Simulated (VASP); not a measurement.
Here is a VASP 6.6.1 calculation.

Contents of INCAR:

```
PREC     = Accurate       # precision mode
ENCUT    = 600            # plane-wave cutoff, eV
EDIFF    = 1E-6           # SCF threshold, eV
ISMEAR   = 0              # smearing method
SIGMA    = 0.1            # smearing width, eV
LREAL    = False          # projectors in reciprocal space
LASPH    = True           # aspherical terms in the spheres
NELM     = 60             # most SCF steps
ALGO     = Fast           # electronic algorithm
ISIF     = 3              # what is computed and relaxed
LWAVE    = False          # write WAVECAR
LCHARG   = False          # write CHGCAR
GGA      = PS             # functional
IBRION   = 2              # ionic algorithm
NSW      = 80             # ionic steps
EDIFFG   = -0.01          # ionic threshold
```

File KPOINTS:

```
regular mesh
0
Gamma
  18 18 8
```

File POSCAR:

```
Cd
1.0
    3.0137580632      0.0000000000      0.0000000000
   -1.5068790316      2.6099910436      0.0000000000
    0.0000000000      0.0000000000      5.3010963182
Cd
2
Direct
    0.3333333333      0.6666666667      0.2500000000
    0.6666666667      0.3333333333      0.7500000000
```

Potentials or basis: VASP PAW PBE potentials, release 64 (Cd).

Command:

```bash
$ cat potpaw_PBE.64/Cd/POTCAR > POTCAR
$ mpirun -np 1 vasp_std > vasp.out
```

(1) Estimate the relaxed cell.

(2) What does it give for the relaxed volume?

## Answers

(1) a = 2.951 Å, b = 2.951 Å, c = 5.599 Å, α = 90.00°, β = 90.00°, γ = 120.00°.

(2) 21.12 Å³/atom.

Caveat: the PAW data sets were made with another functional, which shifts forces and pressure a little.
